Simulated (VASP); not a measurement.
# MgCd2S3: single point with PBE

MgCd2S3:

```
Mg Cd S
1.0
    -1.91535    1.91535    8.13833
     1.91535   -1.91535    8.13833
     1.91535    1.91535   -8.13833
Mg Cd S
1 2 3
Direct
  0.00000 0.00000 0.00000
  0.66636 0.66636 0.00000
  0.33364 0.33364 0.00000
  0.83681 0.83681 0.00000
  0.50000 0.50000 0.00000
  0.16319 0.16319 0.00000
```

* Program: VASP 6.6.1
* Task: single point
* Functional: PBE
* Potentials or basis: VASP PAW PBE potentials, release 64 (Mg, Cd, S)
* Cutoff: 520 eV
* k mesh: 10 × 10 × 10
* Occupations: gaussian, width 0.02 eV
* Spin: no spin polarisation

```json
{
 "Pressure": "0.2 GPa",
 "Largest force": "0.027 eV/Å",
 "Band gap on the k mesh": "0.63 eV, indirect (least direct gap 1.53 eV)"
}
```

Forces on the atoms (eV/Å):
```
Mg   0.000  0.000  0.000
Cd   0.000  0.000 -0.002
Cd   0.000  0.000  0.002
S    0.000  0.000  0.027
S    0.000  0.000  0.000
S    0.000  0.000 -0.027
```

Levels at points of the mesh, in eV from the valence-band top:
```tsv
k point	band 20	band 21	band 22	band 23	band 24	band 25
(0.00, 0.00, 0.00)	-0.70	-0.66	-0.66	1.19	1.70	2.87
(0.50, 0.00, 0.00)	-0.30	-0.10	-0.08	3.60	4.57	4.66
(0.50, 0.50, 0.00)	-2.54	-2.12	-2.11	0.63	2.41	3.40
(0.50, 0.50, 0.50)	-1.23	-0.87	-0.87	0.66	3.21	3.91
```

Run time: 14 min on 1 thread of AMD EPYC 9R45 96-Core Processor (Zen 5) (shared host), peak memory 0.77 GiB.

A k mesh can miss the band edges. Expect the measured gap to be larger: semilocal functionals such as PBE lack the derivative discontinuity.
